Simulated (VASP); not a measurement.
# CdSe (Fm-3m) in VASP: notebook, part 2 of 2

VASP 6.6.1. The steps go on from the part before.

### 3 Single point, PBEsol (volume scaled by 0.98)

The input, INCAR:

```
SYSTEM = CdSe
PREC     = Accurate       ! precision mode
ENCUT    = 520            ! plane-wave cutoff, eV
EDIFF    = 1E-6           ! SCF threshold, eV
ISMEAR   = -1             ! smearing method
SIGMA    = 0.05           ! smearing width, eV
LREAL    = .FALSE.        ! projectors in reciprocal space
LASPH    = .TRUE.         ! aspherical terms in the spheres
NELM     = 60             ! most SCF steps
ALGO     = Normal         ! electronic algorithm
ISIF     = 2              ! what is computed and relaxed
LWAVE    = .FALSE.        ! write WAVECAR
LCHARG   = .FALSE.        ! write CHGCAR
GGA      = PS             ! functional
NBANDS   = 16             ! bands
```

The input, KPOINTS:

```
regular mesh
0
G
  11 11 11
  0 0 0
```

The input, POSCAR:

```
CdSe
1.0
    0.0000000000      2.8546691101      2.8546691101
    2.8546691101      0.0000000000      2.8546691101
    2.8546691101      2.8546691101      0.0000000000
Cd Se
1 1
Direct
    0.0000000000      0.0000000000      0.0000000000
    0.5000000000      0.5000000000      0.5000000000
```

Potentials or basis: VASP PAW PBE potentials, release 64 (Cd, Se).

Run with:

```console
$ cat potpaw_PBE.64/Cd/POTCAR potpaw_PBE.64/Se/POTCAR > POTCAR
$ mpirun -np 1 vasp_std > vasp.out
```

OUTCAR:

```text
SYSTEM = CdSe
   PREC = Accurate
   ENCUT = 520
   EDIFF = 1E-6
   ISMEAR = -1
   LREAL = .FALSE.
   LASPH = .TRUE.
   NELM = 60
   ISIF = 2
   GGA = PS

 ion  position               nearest neighbor table
   1  0.000  0.000  0.000-   2 2.85   2 2.85   2 2.85   2 2.85   2 2.85   2 2.85
   2  0.500  0.500  0.500-   1 2.85   1 2.85   1 2.85   1 2.85   1 2.85   1 2.85

  LATTYP: Found a face centered cubic cell.
 ALAT       =     5.7093382202

  Lattice vectors:

 A1 = (   0.0000000000,   2.8546691101,   2.8546691101)
 A2 = (   2.8546691101,   0.0000000000,   2.8546691101)
 A3 = (   2.8546691101,   2.8546691101,   0.0000000000)

Analysis of symmetry for initial positions (statically):
=====================================================================
 Subroutine PRICEL returns:
 Original cell was already a primitive cell.

 Routine SETGRP: Setting up the symmetry group for a
 face centered cubic supercell.

 Subroutine GETGRP returns: Found 48 space group operations
 (whereof 48 operations were pure point group operations)
 out of a pool of 48 trial point group operations.

The static configuration has the point symmetry O_h .

Analysis of symmetry for dynamics (positions and initial velocities):
=====================================================================
 Subroutine PRICEL returns:
 Original cell was already a primitive cell.

 Routine SETGRP: Setting up the symmetry group for a
 face centered cubic supercell.

 Subroutine GETGRP returns: Found 48 space group operations
 (whereof 48 operations were pure point group operations)
 out of a pool of 48 trial point group operations.

The dynamic configuration has the point symmetry O_h .

 Subroutine INISYM returns: Found 48 space group operations
 (whereof 48 operations are pure point group operations),
 and found     1 'primitive' translations

[... 105 lines left out ...]
   NELECT =      18.0000    total number of electrons
   NUPDOWN=      -1.0000    fix difference up-down
   EMIN   =  10.00;   EMAX   =-10.00  energy-range for DOS
   EFERMI =   0.00;   METHOD = LEGACY
   ISMEAR =    -1;   SIGMA  =   0.05  broadening in eV -4-tet -1-fermi 0-gaus
   EFERMI_NEDOS =   21; number of points for ismear=-14 and -15
   IALGO  =     38    algorithm
   IMIX   =      4    mixing-type and parameters
     AMIX     =   0.40;   BMIX     =  1.00
     AMIX_MAG =   1.60;   BMIX_MAG =  1.00
  volume/ion in A,a.u.               =      23.26       156.99
  Fermi-wavevector in a.u.,A,eV,Ry     =   1.192889  2.254233 19.360862  1.422983
  Thomas-Fermi vector in A             =   2.328916
   LORBIT       =      0    0 simple, 1 ext, 2 COOP (PROOUT), +10 PAW based schemes
   GGA     = PS    functional components
   LHFCALC =     F    Hartree Fock is set to
   AEXX    =    0.0000 exact exchange contribution
   IVDW    =     0    specifies the selected vdW correction
   LEPSILON=     F    determine dielectric tensor
   LRPA    =     F    only Hartree local field effects (RPA)
 non-spin polarized calculation
  energy-cutoff  :      520.00
  volume of cell :       46.53
 maximum number of plane-waves:      1273
 NGX is ok and might be reduce to    30
   NGX = 15   NGY = 15   NGZ = 15

 number of electron      18.0000003 magnetization

 Free energy of the ion-electron system (eV)
  ---------------------------------------------------
  ext. energy  EPLUGINS =         0.00000000
  ---------------------------------------------------
  free energy    TOTEN  =        -5.98038465 eV

  energy without entropy =       -5.97627604  energy(sigma->0) =       -5.97833034

 E-fermi :   2.3490     XC(G=0): -10.2855

 val. band max:        2.2996182069   @ k =  -0.1818   0.1818   0.0000
 cond. band min:       2.3539381048   @ k =   0.0000   0.0000   0.0000
 fundamental gap:      0.0543198979
 Fermi energy:         2.3489562338

 k-point     1 :       0.0000    0.0000    0.0000
  band No.  band energies     occupation
      1     -10.7341      2.00000
      2      -5.6005      2.00000
      3      -5.6005      2.00000
      4      -5.5816      2.00000
      5      -5.5816      2.00000
      6      -5.5816      2.00000
[... 433 lines left out ...]
      3      -5.7121      2.00000
      4      -5.6100      2.00000
      5      -5.5161      2.00000
      6      -5.4559      2.00000
[... 8 lines left out ...]
     15      13.6637      0.00000
     16      14.5400      0.00000

 [... further k-points ...]
[... 5 lines left out ...]
  --------------------------------------------------------------------------------------
  -------------------------------------------------------------------------------------
  Total       -0.6935222     -0.6935222     -0.6935222      0.0000000      0.0000000      0.0000000
  in kB      -23.8821629    -23.8821629    -23.8821629      0.0000000      0.0000000      0.0000000
  external PRESSURE =     -23.8821629 kB  Pullay stress =       0.0000000 kB

 VOLUME and BASIS-vectors are now :
 -----------------------------------------------------------------------------
  energy-cutoff  :      520.00
  volume of cell :       46.53
      direct lattice vectors                 reciprocal lattice vectors
     0.000000000  2.854669110  2.854669110    -0.175151648  0.175151648  0.175151648
     2.854669110  0.000000000  2.854669110     0.175151648 -0.175151648  0.175151648
     2.854669110  2.854669110  0.000000000     0.175151648  0.175151648 -0.175151648

 POSITION                                       TOTAL-FORCE (eV/Angst)
 -----------------------------------------------------------------------------------
      0.00000      0.00000      0.00000        -0.000000      0.000000      0.000000
      2.85467      2.85467      2.85467         0.000000     -0.000000     -0.000000
 -----------------------------------------------------------------------------------
    total drift:                               -0.000000      0.000000      0.000000

  FREE ENERGIE OF THE ION-ELECTRON SYSTEM (eV)
  ---------------------------------------------------
  free  energy   TOTEN  =        -5.9803846453 eV

  energy  without entropy=       -5.9762760369  energy(sigma->0) =       -5.97833034
```

Run time: 50 s. Hardware: 1 thread of AMD EPYC 7R43 (Zen 3), shared host; peak memory 0.16 GiB.

Results:

```
Free energy            : -5.9804 eV
Pressure               : -2.4 GPa
Band gap on the k mesh : zero (band 9 reaches 2.30 eV, above the bottom of band 10 at 1.88 eV)
```

Caveat: the PAW data sets were made with another functional, which shifts forces and pressure a little.

### 4 Single point, PBEsol (volume scaled by 1.02)

The input, INCAR:

```
SYSTEM = CdSe
PREC = Accurate ; ENCUT = 520
EDIFF = 1E-6 ; ISMEAR = -1
SIGMA = 0.05 ; LREAL = .False.
LASPH = .True. ; NELM = 80
ALGO = Normal ; ISIF = 2
LWAVE = .False. ; LCHARG = .False.
GGA = PS ; NBANDS = 16
```

The input, KPOINTS:

```
Automatic mesh
0
Gamma
  11 11 11
  0 0 0
```

The input, POSCAR:

```
CdSe
1.0
    0.0000000000      2.8929913891      2.8929913891
    2.8929913891      0.0000000000      2.8929913891
    2.8929913891      2.8929913891      0.0000000000
Cd Se
1 1
Direct
    0.0000000000      0.0000000000      0.0000000000
    0.5000000000      0.5000000000      0.5000000000
```

Potentials or basis: VASP PAW PBE potentials, release 64 (Cd, Se).

Run with:

```console
$ cat potpaw_PBE.64/Cd/POTCAR potpaw_PBE.64/Se/POTCAR > POTCAR
$ mpirun -np 1 vasp_std > vasp.out
```

OUTCAR:

```text
SYSTEM = CdSe
   PREC = Accurate
   ENCUT = 520
   EDIFF = 1E-6
   ISMEAR = -1
   LREAL = .False.
   LASPH = .True.
   NELM = 80
   ISIF = 2
   GGA = PS

 ion  position               nearest neighbor table
   1  0.000  0.000  0.000-   2 2.89   2 2.89   2 2.89   2 2.89   2 2.89   2 2.89
   2  0.500  0.500  0.500-   1 2.89   1 2.89   1 2.89   1 2.89   1 2.89   1 2.89

  LATTYP: Found a face centered cubic cell.
 ALAT       =     5.7859827782

  Lattice vectors:

 A1 = (   0.0000000000,   2.8929913891,   2.8929913891)
 A2 = (   2.8929913891,   0.0000000000,   2.8929913891)
 A3 = (   2.8929913891,   2.8929913891,   0.0000000000)

Analysis of symmetry for initial positions (statically):
=====================================================================
 Subroutine PRICEL returns:
 Original cell was already a primitive cell.

 Routine SETGRP: Setting up the symmetry group for a
 face centered cubic supercell.

 Subroutine GETGRP returns: Found 48 space group operations
 (whereof 48 operations were pure point group operations)
[... 156 lines left out ...]
  ---------------------------------------------------
  ext. energy  EPLUGINS =         0.00000000
  ---------------------------------------------------
  free energy    TOTEN  =        -5.93897974 eV

  energy without entropy =       -5.93478788  energy(sigma->0) =       -5.93688381

 E-fermi :   1.9948     XC(G=0): -10.0955

 val. band max:        1.9468390022   @ k =  -0.1818   0.1818   0.0000
 cond. band min:       2.2585958081   @ k =   0.4545   0.3636   0.0000
 fundamental gap:      0.3117568060
 Fermi energy:         1.9947543174

 k-point     1 :       0.0000    0.0000    0.0000
  band No.  band energies     occupation
      1     -10.8448      2.00000
      2      -5.8741      2.00000
      3      -5.8741      2.00000
      4      -5.8564      2.00000
      5      -5.8564      2.00000
      6      -5.8564      2.00000
[... 433 lines left out ...]
      3      -5.9660      2.00000
      4      -5.8789      2.00000
      5      -5.7984      2.00000
      6      -5.7452      2.00000
[... 8 lines left out ...]
     15      13.1052      0.00000
     16      14.0310      0.00000

 [... further k-points ...]
[... 5 lines left out ...]
  --------------------------------------------------------------------------------------
  -------------------------------------------------------------------------------------
  Total       -1.3670603     -1.3670603     -1.3670603     -0.0000000      0.0000000      0.0000000
  in kB      -45.2300265    -45.2300265    -45.2300265     -0.0000000      0.0000000      0.0000000
  external PRESSURE =     -45.2300265 kB  Pullay stress =       0.0000000 kB

 VOLUME and BASIS-vectors are now :
 -----------------------------------------------------------------------------
  energy-cutoff  :      520.00
  volume of cell :       48.43
      direct lattice vectors                 reciprocal lattice vectors
     0.000000000  2.892991389  2.892991389    -0.172831486  0.172831486  0.172831486
     2.892991389  0.000000000  2.892991389     0.172831486 -0.172831486  0.172831486
     2.892991389  2.892991389  0.000000000     0.172831486  0.172831486 -0.172831486

 POSITION                                       TOTAL-FORCE (eV/Angst)
 -----------------------------------------------------------------------------------
      0.00000      0.00000      0.00000         0.000000     -0.000000     -0.000000
      2.89299      2.89299      2.89299        -0.000000      0.000000      0.000000
 -----------------------------------------------------------------------------------
    total drift:                               -0.000000      0.000000      0.000000

  FREE ENERGIE OF THE ION-ELECTRON SYSTEM (eV)
  ---------------------------------------------------
  free  energy   TOTEN  =        -5.9389797411 eV

  energy  without entropy=       -5.9347878772  energy(sigma->0) =       -5.93688381
```

Run time: 51 s. Hardware: 1 thread of AMD EPYC 7R43 (Zen 3), shared host; peak memory 0.16 GiB.

Results:

```
Free energy            : -5.9390 eV
Pressure               : -4.5 GPa
Band gap on the k mesh : zero (band 9 reaches 1.95 eV, above the bottom of band 10 at 1.54 eV)
```

Levels at points of the mesh, in eV from the Fermi level:
| k point | band 7 | band 8 | band 9 | band 10 | band 11 | band 12 |
| --- | --- | --- | --- | --- | --- | --- |
| (0.00, 0.00, 0.00) | -0.62 | -0.62 | -0.62 | -0.14 | 8.52 | 8.52 |

Caveat: the PAW data sets were made with another functional, which shifts forces and pressure a little.

### 5 Single point, PBEsol (volume scaled by 1.06)

The input, INCAR:

```
  ALGO = Normal
  EDIFF = 1E-6
  ENCUT = 520
  GGA = PS
  ISIF = 2
  ISMEAR = -1
  LASPH = True
  LCHARG = False
  LREAL = False
  LWAVE = False
  NBANDS = 16
  NELM = 60
  PREC = Accurate
  SIGMA = 0.05
```

The input, KPOINTS:

```
k-points
0
Gamma
  11 11 11
```

The input, POSCAR:

```
CdSe
1.0
    0.0000000000      2.9303244279      2.9303244279
    2.9303244279      0.0000000000      2.9303244279
    2.9303244279      2.9303244279      0.0000000000
Cd Se
1 1
Direct
    0.0000000000      0.0000000000      0.0000000000
    0.5000000000      0.5000000000      0.5000000000
```

Run with:

```console
$ cat potpaw_PBE.64/Cd/POTCAR potpaw_PBE.64/Se/POTCAR > POTCAR
$ mpirun -np 1 vasp_std > vasp.out
```

Wall time 47 s (1 thread of AMD EPYC 7R43 (Zen 3), shared host); peak memory 0.17 GiB.

Results (log left out):

```yaml
Free_energy: -5.8752 eV
Pressure: -6.2 GPa
Band_gap_on_the_k_mesh: zero (band 9 reaches 1.62 eV, above the bottom of band 10 at 1.22 eV)
```

Levels at points of the mesh, in eV from the Fermi level:
```
           k point  band 5  band 6  band 7  band 8  band 9  band 10  band 11  band 12  band 13  band 14
(0.00, 0.00, 0.00)   -7.79   -7.79   -0.57   -0.57   -0.57    -0.27     8.49     8.49     8.49     9.33
```

Caveat: the PAW data sets were made with another functional, which shifts forces and pressure a little.

### 6 Overview

```tsv
cell	gap on the mesh (eV)	pressure (GPa)
a = 3.982 Å, angles 60.0°, 2 atoms	none	0.3
a = 4.037 Å, angles 60.0°, 2 atoms	none	-2.4
a = 4.091 Å, angles 60.0°, 2 atoms	none	-4.5
a = 4.144 Å, angles 60.0°, 2 atoms	none	-6.2
```

Alike in all rows: task single point; level PBEsol; potentials or basis VASP PAW PBE potentials, release 64 (Cd, Se); no spin polarisation; k mesh 11 × 11 × 11; cutoff (eV) 520; smearing fermi-dirac 0.05 eV.

Caveats: the PAW data sets were made with another functional, which shifts forces and pressure a little.

Absolute energies hang on the potentials; compare differences alone.
